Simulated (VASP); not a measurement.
# In (Fd-3m) in VASP: further runs

Runs on In. Level: PBEsol. Tasks: single point.

Everything below comes from runs of VASP 6.6.1. Logs are shortened: lines on timing, memory, paths and dates and some standing lists are left out, and cuts for length are marked.

**1. The cell of the first run**

Symmetry: Fd-3m, No. 227, cubic system. The conventional cell has a = 4.722 Å, b = 4.722 Å, c = 4.722 Å, α = 90.00°, β = 90.00°, γ = 90.00°. Within 2.7 Å of In (site symmetry -43m) lie 4 In at 2.04 Å.

**2. Single point, PBEsol**

The input, INCAR:

```
PREC = Accurate
ENCUT = 520
EDIFF = 1E-6
ISMEAR = -1
SIGMA = 0.05
LREAL = False
LASPH = True
NELM = 80
ALGO = Normal
ISIF = 2
LWAVE = False
LCHARG = False
GGA = PS
NBANDS = 20
```

The input, KPOINTS:

```
regular mesh
0
Gamma
  14 14 14
```

The input, POSCAR:

```
In
1.0
    0.0000000000      2.3612024381      2.3612024381
    2.3612024381      0.0000000000      2.3612024381
    2.3612024381      2.3612024381      0.0000000000
In
2
Direct
   -0.1250000000     -0.1250000000     -0.1250000000
    0.1250000000      0.1250000000      0.1250000000
```

Potentials or basis: VASP PAW PBE potentials, release 64 (In_d).

Launch:

```bash
$ cat potpaw_PBE.64/In_d/POTCAR > POTCAR
$ mpirun -np 1 vasp_std > vasp.out
```

OUTCAR:

```text
PREC = Accurate
   ENCUT = 520
   EDIFF = 1E-6
   ISMEAR = -1
   LREAL = False
   LASPH = True
   NELM = 80
   ISIF = 2
   GGA = PS

 ion  position               nearest neighbor table
   1  0.875  0.875  0.875-   2 2.04   2 2.04   2 2.04   2 2.04   2 3.92   2 3.92   2 3.92   2 3.92
                             2 3.92   2 3.92   2 3.92   2 3.92   2 3.92   2 3.92   2 3.92   2 3.92
   2  0.125  0.125  0.125-   1 2.04   1 2.04   1 2.04   1 2.04   1 3.92   1 3.92   1 3.92   1 3.92
                             1 3.92   1 3.92   1 3.92   1 3.92   1 3.92   1 3.92   1 3.92   1 3.92

  LATTYP: Found a face centered cubic cell.
 ALAT       =     4.7224048762

  Lattice vectors:

 A1 = (   0.0000000000,   2.3612024381,   2.3612024381)
 A2 = (   2.3612024381,   0.0000000000,   2.3612024381)
 A3 = (   2.3612024381,   2.3612024381,   0.0000000000)

Analysis of symmetry for initial positions (statically):
=====================================================================
 Subroutine PRICEL returns:
 Original cell was already a primitive cell.

 Routine SETGRP: Setting up the symmetry group for a
 face centered cubic supercell.

 Subroutine GETGRP returns: Found 48 space group operations
 (whereof 12 operations were pure point group operations)
 out of a pool of 48 trial point group operations.

The static configuration has the point symmetry D_3d.
 The point group associated with its full space group is O_h .

Analysis of symmetry for dynamics (positions and initial velocities):
=====================================================================
 Subroutine PRICEL returns:
 Original cell was already a primitive cell.

 Routine SETGRP: Setting up the symmetry group for a
 face centered cubic supercell.

 Subroutine GETGRP returns: Found 48 space group operations
 (whereof 12 operations were pure point group operations)
 out of a pool of 48 trial point group operations.

The dynamic configuration has the point symmetry D_3d.
 The point group associated with its full space group is O_h .

 Subroutine INISYM returns: Found 48 space group operations
 (whereof 12 operations are pure point group operations),
 and found     1 'primitive' translations

----------------------------------------------------------------------------------------

                                     Primitive cell

  volume of cell :      26.3287

  direct lattice vectors                    reciprocal lattice vectors
     0.000000000  2.361202438  2.361202438    -0.211756515  0.211756515  0.211756515
     2.361202438  0.000000000  2.361202438     0.211756515 -0.211756515  0.211756515
     2.361202438  2.361202438  0.000000000     0.211756515  0.211756515 -0.211756515

  length of vectors
     3.339244511  3.339244511  3.339244511     0.366773043  0.366773043  0.366773043

  position of ions in fractional coordinates (direct lattice)
     0.875000000  0.875000000  0.875000000
     0.125000000  0.125000000  0.125000000

  ion indices of the primitive-cell ions
   primitive index   ion index
                 1           1
                 2           2

----------------------------------------------------------------------------------------

 KPOINTS: regular mesh

Automatic generation of k-mesh.
 Grid dimensions read from file:
 generate k-points for:   14   14   14

 Generating k-lattice:

  Cartesian coordinates                     Fractional coordinates (reciprocal lattice)
    -0.015125465  0.015125465  0.015125465     0.071428571  0.000000000  0.000000000
     0.015125465 -0.015125465  0.015125465     0.000000000  0.071428571  0.000000000
     0.015125465  0.015125465 -0.015125465     0.000000000  0.000000000  0.071428571

  Length of vectors
     0.026198075  0.026198075  0.026198075

  Shift w.r.t. Gamma in fractional coordinates (k-lattice)
     0.000000000  0.000000000  0.000000000

 Subroutine IBZKPT returns following result:
 ===========================================

 Found    104 irreducible k-points:

 Following reciprocal coordinates:
            Coordinates               Weight
  0.000000  0.000000  0.000000      1.000000
  0.071429  0.000000  0.000000      8.000000
  0.142857  0.000000  0.000000      8.000000
  0.214286  0.000000  0.000000      8.000000
  0.285714  0.000000  0.000000      8.000000
  0.357143  0.000000  0.000000      8.000000
[... 16 lines left out ...]
  0.214286  0.142857  0.000000     24.000000
  0.285714  0.142857  0.000000     24.000000
 [... further k-points ...]
   k-points           NKPTS =    104   k-points in BZ     NKDIM =    104   number of bands    NBANDS=     20
   number of dos      NEDOS =    301   number of ions     NIONS =      2
   total plane-waves  NPLWV =  21952
   dimension x,y,z NGX =    28 NGY =   28 NGZ =   28
   dimension x,y,z NGXF=    56 NGYF=   56 NGZF=   56
   ions per type =               2
   NGX,Y,Z   is equivalent  to a cutoff of  13.94, 13.94, 13.94 a.u.
   NGXF,Y,Z  is equivalent  to a cutoff of  27.88, 27.88, 27.88 a.u.
 SYSTEM =  unknown system
   PREC   = accura    normal or accurate (medium, high low for compatibility)
   ISTART =      0    job   : 0-new  1-cont  2-samecut
   ICHARG =      2    charge: 1-file 2-atom 10-const
   ISPIN  =      1    spin polarized calculation?
   LNONCOLLINEAR =      F non collinear calculations
   LSORBIT =      F    spin-orbit coupling
   LASPH  =      T    aspherical Exc in radial PAW
   ENCUT  =  520.0 eV  38.22 Ry    6.18 a.u.   6.21  6.21  6.21*2*pi/ulx,y,z
   NELM   =     80;   NELMIN=  2; NELMDL= -5     # of ELM steps
   EDIFF  = 0.1E-05   stopping-criterion for ELM
   LREAL  =      F    real-space projection
   EDIFFG = 0.1E-04   stopping-criterion for IOM
   NSW    =      0    number of steps for IOM
   IBRION =     -1    ionic relax: 0-MD 1-quasi-New 2-CG
   NFREE  =      0    steps in history (QN), initial steepest desc. (CG)
   ISIF   =      2    stress and relaxation
   ISYM   =      2    0-nonsym 1-usesym 2-fastsym
   POTIM  = 0.5000    time-step for ionic-motion
   TEBEG  =    0.0;   TEEND  =   0.0 temperature during run
   PSTRESS=    0.0 pullay stress
   NELECT =      26.0000    total number of electrons
   NUPDOWN=      -1.0000    fix difference up-down
   EMIN   =  10.00;   EMAX   =-10.00  energy-range for DOS
   EFERMI =   0.00;   METHOD = LEGACY
   ISMEAR =    -1;   SIGMA  =   0.05  broadening in eV -4-tet -1-fermi 0-gaus
   EFERMI_NEDOS =   21; number of points for ismear=-14 and -15
   IALGO  =     38    algorithm
   IMIX   =      4    mixing-type and parameters
     AMIX     =   0.40;   BMIX     =  1.00
     AMIX_MAG =   1.60;   BMIX_MAG =  1.00
  volume/ion in A,a.u.               =      13.16        88.84
  Fermi-wavevector in a.u.,A,eV,Ry     =   1.630257  3.080739 36.160717  2.657738
  Thomas-Fermi vector in A             =   2.722588
   LORBIT       =      0    0 simple, 1 ext, 2 COOP (PROOUT), +10 PAW based schemes
   GGA     = PS    functional components
   LHFCALC =     F    Hartree Fock is set to
   AEXX    =    0.0000 exact exchange contribution
   IVDW    =     0    specifies the selected vdW correction
   LEPSILON=     F    determine dielectric tensor
   LRPA    =     F    only Hartree local field effects (RPA)
 non-spin polarized calculation
  energy-cutoff  :      520.00
  volume of cell :       26.33
 maximum number of plane-waves:       725
 NGX is ok and might be reduce to    28
   NGX = 13   NGY = 13   NGZ = 13

 number of electron      26.0000007 magnetization

 Free energy of the ion-electron system (eV)
  ---------------------------------------------------
  ext. energy  EPLUGINS =         0.00000000
  ---------------------------------------------------
  free energy    TOTEN  =        12.05500236 eV

  energy without entropy =       12.06010774  energy(sigma->0) =       12.05755505

 E-fermi :  18.6408     XC(G=0): -13.9111

 val. band max:       18.5888554779   @ k =  -0.3571   0.2857   0.0714
 cond. band min:      18.6475404389   @ k =   0.2857   0.2857   0.0000
 fundamental gap:      0.0586849610
 Fermi energy:        18.6408168005

 k-point     1 :       0.0000    0.0000    0.0000
  band No.  band energies     occupation
      1      -1.2581      2.00000
      2      -1.2581      2.00000
      3      -1.1898      2.00000
      4      -1.1898      2.00000
      5      -1.1898      2.00000
      6       2.0314      2.00000
[... 12 lines left out ...]
     19      28.0822      0.00000
     20      29.5133      0.00000

 k-point     2 :       0.0714    0.0000    0.0000
  band No.  band energies     occupation
      1      -1.4024      2.00000
      2      -1.4024      2.00000
      3      -1.1889      2.00000
      4      -1.0205      2.00000
      5      -1.0205      2.00000
      6       1.9392      2.00000
[... 12 lines left out ...]
     19      29.3208      0.00000
     20      29.3294      0.00000

 k-point     3 :       0.1429    0.0000    0.0000
  band No.  band energies     occupation
      1      -1.5300      2.00000
      2      -1.5300      2.00000
      3      -1.1892      2.00000
      4      -0.8288      2.00000
      5      -0.8288      2.00000
      6       1.7686      2.00000
[... 12 lines left out ...]
     19      28.8800      0.00000
     20      28.8800      0.00000

 k-point     4 :       0.2143    0.0000    0.0000
  band No.  band energies     occupation
      1      -1.6017      2.00000
      2      -1.6017      2.00000
      3      -1.1954      2.00000
      4      -0.6842      2.00000
      5      -0.6842      2.00000
      6       1.5749      2.00000
[... 429 lines left out ...]
 k-point    23 :       0.2143    0.1429    0.0000
  band No.  band energies     occupation
      1      -1.8111      2.00000
      2      -1.3324      2.00000
      3      -1.2875      2.00000
      4      -0.8991      2.00000
      5      -0.2875      2.00000
      6       1.0704      2.00000
[... 12 lines left out ...]
     19      31.2711      0.00000
     20      32.0628      0.00000

 k-point    24 :       0.2857    0.1429    0.0000
  band No.  band energies     occupation
      1      -1.8587      2.00000
      2      -1.3944      2.00000
      3      -1.2983      2.00000
      4      -0.7594      2.00000
      5      -0.1362      2.00000
      6       0.9001      2.00000
[... 12 lines left out ...]
     19      31.4583      0.00000
     20      32.6663      0.00000

 [... further k-points ...]

------------------------ aborting loop because EDIFF is reached ----------------------------------------

  FORCE on cell =-STRESS in cart. coord.  units (eV):
  Direction    XX          YY          ZZ          XY          YZ          ZX
  --------------------------------------------------------------------------------------
  -------------------------------------------------------------------------------------
  Total       52.9882684     52.9882684     52.9882684      0.0000000     -0.0000000     -0.0000000
  in kB     3224.4871120   3224.4871120   3224.4871120      0.0000000     -0.0000000     -0.0000000
  external PRESSURE =    3224.4871120 kB  Pullay stress =       0.0000000 kB

 VOLUME and BASIS-vectors are now :
 -----------------------------------------------------------------------------
  energy-cutoff  :      520.00
  volume of cell :       26.33
      direct lattice vectors                 reciprocal lattice vectors
     0.000000000  2.361202438  2.361202438    -0.211756515  0.211756515  0.211756515
     2.361202438  0.000000000  2.361202438     0.211756515 -0.211756515  0.211756515
     2.361202438  2.361202438  0.000000000     0.211756515  0.211756515 -0.211756515

 POSITION                                       TOTAL-FORCE (eV/Angst)
 -----------------------------------------------------------------------------------
      4.13210      4.13210      4.13210         0.000000      0.000000      0.000000
      0.59030      0.59030      0.59030        -0.000000     -0.000000     -0.000000
 -----------------------------------------------------------------------------------
    total drift:                                0.000000     -0.000000     -0.000000

  FREE ENERGIE OF THE ION-ELECTRON SYSTEM (eV)
  ---------------------------------------------------
  free  energy   TOTEN  =        12.0550023563 eV

  energy  without entropy=       12.0601077426  energy(sigma->0) =       12.05755505
```

It took 100 s on 1 thread of Intel Xeon Platinum 8259CL at 2.50GHz (Skylake/Cascade Lake), shared host; peak memory 0.18 GiB.

Results:

- Free energy: 12.0550 eV
- Pressure: 322.4 GPa
- Band gap on the k mesh: zero (band 13 reaches 26.32 eV, above the bottom of band 14 at 14.28 eV)

Caveat: the PAW data sets were made with another functional, which shifts forces and pressure a little; spin-orbit coupling is left out, which moves the levels of the heavy elements.

**3. Single point, PBEsol**

The input, INCAR:

```
PREC     = Accurate       # precision mode
ENCUT    = 520            # plane-wave cutoff, eV
EDIFF    = 1E-7           # SCF threshold, eV
ISMEAR   = -1             # smearing method
SIGMA    = 0.05           # smearing width, eV
LREAL    = False          # projectors in reciprocal space
LASPH    = True           # aspherical terms in the spheres
NELM     = 60             # most SCF steps
ALGO     = Normal         # electronic algorithm
ISIF     = 2              # what is computed and relaxed
LWAVE    = False          # write WAVECAR
LCHARG   = False          # write CHGCAR
GGA      = PS             # functional
NBANDS   = 20             # bands
```

KPOINTS is that of step 2.

The input, POSCAR:

```
In
1.0
    0.0000000000      2.3625895317      2.3625895317
    2.3625895317      0.0000000000      2.3625895317
    2.3625895317      2.3625895317      0.0000000000
In
2
Direct
   -0.1250000000     -0.1250000000     -0.1250000000
    0.1250000000      0.1250000000      0.1250000000
```

Potentials or basis: VASP PAW PBE potentials, release 64 (In_d).

Launch:

```bash
$ cat potpaw_PBE.64/In_d/POTCAR > POTCAR
$ mpirun -np 1 vasp_std > vasp.out
```

Wall time 87 s (1 thread of Intel Xeon Platinum 8259CL at 2.50GHz (Skylake/Cascade Lake), shared host); peak memory 0.18 GiB.

Results (log left out):

| Property | Result |
| --- | --- |
| Free energy | 11.9618 eV |
| Pressure | 320.5 GPa |
| Band gap on the k mesh | zero (band 13 reaches 26.26 eV, above the bottom of band 14 at 14.24 eV) |

Levels at points of the mesh, in eV from the Fermi level:
| k point | band 11 | band 12 | band 13 | band 14 | band 15 | band 16 |
| --- | --- | --- | --- | --- | --- | --- |
| (0.00, 0.00, 0.00) | -15.29 | 7.67 | 7.67 | 7.67 | 7.74 | 7.74 |
| (0.50, 0.00, 0.00) | -9.35 | -9.22 | 3.08 | 3.08 | 5.90 | 8.38 |
| (0.50, 0.50, 0.00) | -7.35 | -7.35 | -2.28 | -2.28 | 4.38 | 4.38 |

Caveat: the PAW data sets were made with another functional, which shifts forces and pressure a little; spin-orbit coupling is left out, which moves the levels of the heavy elements.
